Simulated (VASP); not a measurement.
# AlOs (Pm-3m) in VASP: a series of runs

AlOs is run at these levels: LDA; tasks: single point.

Everything below comes from runs of VASP 6.6.1. Logs are shortened: lines on timing, memory, paths and dates and some standing lists are left out, and cuts for length are marked.

**1. The cell of the first run**

It takes space group Pm-3m (No. 221, cubic). The conventional cell has a = 2.998 Å, b = 2.998 Å, c = 2.998 Å, α = 90.00°, β = 90.00°, γ = 90.00°. Within 3.4 Å of Al (site symmetry m-3m) lie 8 Os at 2.60 Å and 6 Al at 3.00 Å. Within 3.4 Å of Os (site symmetry m-3m) lie 8 Al at 2.60 Å and 6 Os at 3.00 Å.

**2. Single point, LDA**

File INCAR:

```
PREC = Accurate
ENCUT = 600
EDIFF = 1E-6
ISMEAR = -1
SIGMA = 0.1
LREAL = F
LASPH = T
NELM = 120
ALGO = Normal
ISIF = 2
LWAVE = F
LCHARG = F
NBANDS = 12
GGA_COMPAT = F
```

File KPOINTS:

```
regular mesh
0
Gamma
  3 3 3
```

File POSCAR:

```
AlOs
1.0
    2.9979119800      0.0000000000      0.0000000000
    0.0000000000      2.9979119800      0.0000000000
    0.0000000000      0.0000000000      2.9979119800
Al Os
1 1
Direct
    0.0000000000      0.0000000000      0.0000000000
    0.5000000000      0.5000000000      0.5000000000
```

Potentials or basis: VASP PAW LDA potentials, release 64 (Al, Os).

On the command line:

```console
$ cat potpaw_LDA.64/Al/POTCAR potpaw_LDA.64/Os/POTCAR > POTCAR
$ mpirun -np 1 vasp_std > vasp.out
```

OUTCAR:

```text
PREC = Accurate
   ENCUT = 600
   EDIFF = 1E-6
   ISMEAR = -1
   LREAL = F
   LASPH = T
   NELM = 120
   ISIF = 2

 ion  position               nearest neighbor table
   1  0.000  0.000  0.000-   2 2.60   2 2.60   2 2.60   2 2.60   2 2.60   2 2.60   2 2.60   2 2.60

   2  0.500  0.500  0.500-   1 2.60   1 2.60   1 2.60   1 2.60   1 2.60   1 2.60   1 2.60   1 2.60

  LATTYP: Found a simple cubic cell.
 ALAT       =     2.9979119800

  Lattice vectors:

 A1 = (   2.9979119800,   0.0000000000,   0.0000000000)
 A2 = (   0.0000000000,   2.9979119800,   0.0000000000)
 A3 = (   0.0000000000,   0.0000000000,   2.9979119800)

Analysis of symmetry for initial positions (statically):
=====================================================================
 Subroutine PRICEL returns:
 Original cell was already a primitive cell.

 Routine SETGRP: Setting up the symmetry group for a
 simple cubic supercell.

 Subroutine GETGRP returns: Found 48 space group operations
 (whereof 48 operations were pure point group operations)
 out of a pool of 48 trial point group operations.

The static configuration has the point symmetry O_h .

Analysis of symmetry for dynamics (positions and initial velocities):
=====================================================================
 Subroutine PRICEL returns:
 Original cell was already a primitive cell.

 Routine SETGRP: Setting up the symmetry group for a
 simple cubic supercell.

 Subroutine GETGRP returns: Found 48 space group operations
 (whereof 48 operations were pure point group operations)
 out of a pool of 48 trial point group operations.

The dynamic configuration has the point symmetry O_h .

 Subroutine INISYM returns: Found 48 space group operations
 (whereof 48 operations are pure point group operations),
 and found     1 'primitive' translations

----------------------------------------------------------------------------------------

                                     Primitive cell

  volume of cell :      26.9437

  direct lattice vectors                    reciprocal lattice vectors
     2.997911980  0.000000000  0.000000000     0.333565497  0.000000000  0.000000000
     0.000000000  2.997911980  0.000000000     0.000000000  0.333565497  0.000000000
     0.000000000  0.000000000  2.997911980     0.000000000  0.000000000  0.333565497

  length of vectors
     2.997911980  2.997911980  2.997911980     0.333565497  0.333565497  0.333565497

  position of ions in fractional coordinates (direct lattice)
     0.000000000  0.000000000  0.000000000
     0.500000000  0.500000000  0.500000000

  ion indices of the primitive-cell ions
   primitive index   ion index
                 1           1
                 2           2

----------------------------------------------------------------------------------------

 KPOINTS: regular mesh

Automatic generation of k-mesh.
 Grid dimensions read from file:
 generate k-points for:    3    3    3

 Generating k-lattice:

  Cartesian coordinates                     Fractional coordinates (reciprocal lattice)
     0.111188499  0.000000000  0.000000000     0.333333333  0.000000000  0.000000000
     0.000000000  0.111188499  0.000000000     0.000000000  0.333333333  0.000000000
     0.000000000  0.000000000  0.111188499     0.000000000  0.000000000  0.333333333

  Length of vectors
     0.111188499  0.111188499  0.111188499

  Shift w.r.t. Gamma in fractional coordinates (k-lattice)
     0.000000000  0.000000000  0.000000000

 Subroutine IBZKPT returns following result:
 ===========================================

 Found      4 irreducible k-points:

 Following reciprocal coordinates:
            Coordinates               Weight
  0.000000  0.000000  0.000000      1.000000
  0.333333  0.000000  0.000000      6.000000
  0.333333  0.333333  0.000000     12.000000
  0.333333  0.333333  0.333333      8.000000
   k-points           NKPTS =      4   k-points in BZ     NKDIM =      4   number of bands    NBANDS=     12
   number of dos      NEDOS =    301   number of ions     NIONS =      2
   total plane-waves  NPLWV =  13824
   dimension x,y,z NGX =    24 NGY =   24 NGZ =   24
   dimension x,y,z NGXF=    48 NGYF=   48 NGZF=   48
   ions per type =               1   1
   NGX,Y,Z   is equivalent  to a cutoff of  13.31, 13.31, 13.31 a.u.
   NGXF,Y,Z  is equivalent  to a cutoff of  26.62, 26.62, 26.62 a.u.
 SYSTEM =  unknown system
   PREC   = accura    normal or accurate (medium, high low for compatibility)
   ISTART =      0    job   : 0-new  1-cont  2-samecut
   ICHARG =      2    charge: 1-file 2-atom 10-const
   ISPIN  =      1    spin polarized calculation?
   LNONCOLLINEAR =      F non collinear calculations
   LSORBIT =      F    spin-orbit coupling
   LASPH  =      T    aspherical Exc in radial PAW
   ENCUT  =  600.0 eV  44.10 Ry    6.64 a.u.   5.99  5.99  5.99*2*pi/ulx,y,z
   NELM   =    120;   NELMIN=  2; NELMDL= -5     # of ELM steps
   EDIFF  = 0.1E-05   stopping-criterion for ELM
   LREAL  =      F    real-space projection
   EDIFFG = 0.1E-04   stopping-criterion for IOM
   NSW    =      0    number of steps for IOM
   IBRION =     -1    ionic relax: 0-MD 1-quasi-New 2-CG
   NFREE  =      0    steps in history (QN), initial steepest desc. (CG)
   ISIF   =      2    stress and relaxation
   ISYM   =      2    0-nonsym 1-usesym 2-fastsym
   POTIM  = 0.5000    time-step for ionic-motion
   TEBEG  =    0.0;   TEEND  =   0.0 temperature during run
   PSTRESS=    0.0 pullay stress
   NELECT =      11.0000    total number of electrons
   NUPDOWN=      -1.0000    fix difference up-down
   EMIN   =  10.00;   EMAX   =-10.00  energy-range for DOS
   EFERMI =   0.00;   METHOD = LEGACY
   ISMEAR =    -1;   SIGMA  =   0.10  broadening in eV -4-tet -1-fermi 0-gaus
   EFERMI_NEDOS =   21; number of points for ismear=-14 and -15
   IALGO  =     38    algorithm
   IMIX   =      4    mixing-type and parameters
     AMIX     =   0.40;   BMIX     =  1.00
     AMIX_MAG =   1.60;   BMIX_MAG =  1.00
  volume/ion in A,a.u.               =      13.47        90.91
  Fermi-wavevector in a.u.,A,eV,Ry     =   1.214470  2.295016 20.067747  1.474938
  Thomas-Fermi vector in A             =   2.349889
   LORBIT       =      0    0 simple, 1 ext, 2 COOP (PROOUT), +10 PAW based schemes
   GGA     = CA    functional components
   LHFCALC =     F    Hartree Fock is set to
   AEXX    =    0.0000 exact exchange contribution
   IVDW    =     0    specifies the selected vdW correction
   LEPSILON=     F    determine dielectric tensor
   LRPA    =     F    only Hartree local field effects (RPA)
 non-spin polarized calculation
  energy-cutoff  :      600.00
  volume of cell :       26.94
 maximum number of plane-waves:       922
 NGX is ok and might be reduce to    24
   NGX = 11   NGY = 11   NGZ = 11

 number of electron      11.0000001 magnetization

 Free energy of the ion-electron system (eV)
  ---------------------------------------------------
  ext. energy  EPLUGINS =         0.00000000
  ---------------------------------------------------
  free energy    TOTEN  =       -17.52463136 eV

  energy without entropy =      -17.44788972  energy(sigma->0) =      -17.48626054

 E-fermi :   8.3194     XC(G=0): -12.7875

 val. band max:        8.2200552612   @ k =   0.3333   0.3333   0.3333
 cond. band min:       9.1894523828   @ k =   0.0000   0.0000   0.0000
 fundamental gap:      0.9693971215
 Fermi energy:         8.3193576882

 k-point     1 :       0.0000    0.0000    0.0000
  band No.  band energies     occupation
      1      -2.0026      2.00000
      2       4.6707      2.00000
      3       4.6707      2.00000
      4       9.1895      0.00033
      5       9.1895      0.00033
      6       9.1895      0.00033
      7      14.4627      0.00000
      8      14.4627      0.00000
      9      14.4627      0.00000
     10      20.4413      0.00000
     11      20.4413      0.00000
     12      21.9583      0.00000

 k-point     2 :       0.3333    0.0000    0.0000
  band No.  band energies     occupation
      1       0.0778      2.00000
      2       4.3906      2.00000
      3       5.3033      2.00000
      4       7.3877      1.99982
      5       7.3877      1.99982
      6       9.4385      0.00003
      7      11.2374      0.00000
      8      16.9157      0.00000
      9      17.7719      0.00000
     10      17.7719      0.00000
     11      21.5712      0.00000
     12      24.0362      0.00000

 k-point     3 :       0.3333    0.3333    0.0000
  band No.  band energies     occupation
      1       1.6818      2.00000
      2       4.1165      2.00000
      3       6.2784      2.00000
      4       6.8550      2.00000
      5       7.6645      1.99714
      6       7.8790      1.97583
      7      11.7328      0.00000
      8      13.8332      0.00000
      9      17.4047      0.00000
     10      19.8123      0.00000
     11      21.3088      0.00000
     12      23.4623      0.00000

 k-point     4 :       0.3333    0.3333    0.3333
  band No.  band energies     occupation
      1       2.7041      2.00000
      2       4.6316      2.00000
      3       4.6316      2.00000
      4       7.6715      1.99693
      5       8.2201      1.45937
      6       8.2201      1.45937
      7      13.8515      0.00000
      8      14.5362      0.00000
      9      14.5362      0.00000
     10      17.8703      0.00000
     11      19.9710      0.00000
     12      19.9710      0.00000

------------------------ aborting loop because EDIFF is reached ----------------------------------------

  FORCE on cell =-STRESS in cart. coord.  units (eV):
  Direction    XX          YY          ZZ          XY          YZ          ZX
  --------------------------------------------------------------------------------------
  -------------------------------------------------------------------------------------
  Total       -0.5037918     -0.5037918     -0.5037918     -0.0000000      0.0000000      0.0000000
  in kB      -29.9574618    -29.9574618    -29.9574618     -0.0000000      0.0000000      0.0000000
  external PRESSURE =     -29.9574618 kB  Pullay stress =       0.0000000 kB

 VOLUME and BASIS-vectors are now :
 -----------------------------------------------------------------------------
  energy-cutoff  :      600.00
  volume of cell :       26.94
      direct lattice vectors                 reciprocal lattice vectors
     2.997911980  0.000000000  0.000000000     0.333565497  0.000000000  0.000000000
     0.000000000  2.997911980  0.000000000     0.000000000  0.333565497  0.000000000
     0.000000000  0.000000000  2.997911980     0.000000000  0.000000000  0.333565497

 POSITION                                       TOTAL-FORCE (eV/Angst)
 -----------------------------------------------------------------------------------
      0.00000      0.00000      0.00000         0.000000      0.000000      0.000000
      1.49896      1.49896      1.49896         0.000000      0.000000      0.000000
 -----------------------------------------------------------------------------------
    total drift:                                0.000000     -0.000000     -0.000000

  FREE ENERGIE OF THE ION-ELECTRON SYSTEM (eV)
  ---------------------------------------------------
  free  energy   TOTEN  =       -17.5246313572 eV

  energy  without entropy=      -17.4478897168  energy(sigma->0) =      -17.48626054
```

Wall time 1.9 s (1 thread of AMD EPYC 7R43 (Zen 3), shared host); peak memory 0.09 GiB.

What came out:

```
Free energy            : -17.5246 eV
Pressure               : -3.0 GPa
Band gap on the k mesh : zero (an odd number of electrons rules out a gap without spin polarisation)
```

Levels at points of the mesh, in eV from the Fermi level:
```csv
k point,band 2,band 3,band 4,band 5,band 6,band 7,band 8,band 9
"(0.00, 0.00, 0.00)",-3.65,-3.65,0.87,0.87,0.87,6.14,6.14,6.14
```

Caveat: the k points lie up to 0.70 Å⁻¹ apart, too coarse for converged energies and pressures of a metal; spin-orbit coupling is left out, which moves the levels of the heavy elements.

**3. Single point, LDA**

File INCAR:

```
SYSTEM = AlOs
  ALGO = Normal
  EDIFF = 1E-6
  ENCUT = 600
  GGA = CA
  GGA_COMPAT = .FALSE.
  ISIF = 2
  ISMEAR = -1
  LASPH = .TRUE.
  LCHARG = .FALSE.
  LREAL = .FALSE.
  LWAVE = .FALSE.
  NBANDS = 12
  NELM = 120
  PREC = Accurate
  SIGMA = 0.1
```

File KPOINTS:

```
k-points
0
G
  5 5 5
  0 0 0
```

POSCAR is that of step 2.

Potentials or basis: VASP PAW LDA potentials, release 64 (Al, Os).

On the command line:

```console
$ cat potpaw_LDA.64/Al/POTCAR potpaw_LDA.64/Os/POTCAR > POTCAR
$ mpirun -np 1 vasp_std > vasp.out
```

It took 3.2 s on 1 thread of AMD EPYC 7R43 (Zen 3), shared host; peak memory 0.1 GiB.

Results (log left out):

| Quantity | Value |
| --- | --- |
| Free energy | -17.5378 eV |
| Pressure | -3.9 GPa |
| Band gap on the k mesh | zero (an odd number of electrons rules out a gap without spin polarisation) |

Levels at points of the mesh, in eV from the Fermi level:
```tsv
k point	band 4	band 5	band 6	band 7	band 8	band 9
(0.00, 0.00, 0.00)	0.40	0.40	0.40	5.60	5.60	5.60
```

Caveat: the k points lie up to 0.42 Å⁻¹ apart, too coarse for converged energies and pressures of a metal; spin-orbit coupling is left out, which moves the levels of the heavy elements.

**4. Single point, LDA**

File INCAR:

```
SYSTEM = AlOs
PREC = Accurate
ENCUT = 600
EDIFF = 1E-6
ISMEAR = -1
SIGMA = 0.1
LREAL = .FALSE.
LASPH = .TRUE.
NELM = 120
ALGO = Normal
ISIF = 2
LWAVE = .FALSE.
LCHARG = .TRUE.
LELF = .TRUE.
LVHAR = .TRUE.
NBANDS = 12
GGA_COMPAT = .FALSE.
```

File KPOINTS:

```
regular mesh
0
G
  6 6 6
  0 0 0
```

POSCAR is that of step 3.

On the command line:

```console
$ cat potpaw_LDA.64/Al/POTCAR potpaw_LDA.64/Os/POTCAR > POTCAR
$ mpirun -np 1 vasp_std > vasp.out
```

It took 4.7 s on 1 thread of AMD EPYC 7R43 (Zen 3), shared host; peak memory 0.1 GiB.

It converged, with:

```yaml
Free_energy: -17.7104 eV
Pressure: -5.6 GPa
Band_gap_on_the_k_mesh: zero (an odd number of electrons rules out a gap without spin polarisation)
```

Levels at points of the mesh, in eV from the Fermi level:
```tsv
k point	band 2	band 3	band 4	band 5	band 6	band 7	band 8	band 9
(0.00, 0.00, 0.00)	-4.14	-4.14	0.42	0.42	0.42	5.60	5.60	5.60
(0.50, 0.00, 0.00)	-5.89	-3.25	-1.82	-1.82	0.76	2.60	7.14	10.56
(0.50, 0.50, 0.00)	-4.04	-1.79	-1.79	-1.29	-1.29	2.18	4.45	7.23
(0.50, 0.50, 0.50)	-5.21	-5.21	2.13	2.31	2.31	3.60	3.60	3.60
```

Caveat: the cell stands under tension; spin-orbit coupling is left out, which moves the levels of the heavy elements.

**5. Summary**

| k mesh | gap on the mesh (eV) | pressure (GPa) |
| --- | --- | --- |
| 3 × 3 × 3 | none | -3.0 |
| 5 × 5 × 5 | none | -3.9 |
| 6 × 6 × 6 | none | -5.6 |

Alike in all rows: task single point; level LDA; potentials or basis VASP PAW LDA potentials, release 64 (Al, Os); no spin polarisation; cell as given; cutoff (eV) 600; smearing fermi-dirac 0.1 eV.

Caveats: some runs use coarse meshes; spin-orbit coupling is left out, which moves the levels of the heavy elements; the cell stands under tension (at least some runs).

Absolute energies hang on the potentials; compare differences alone.
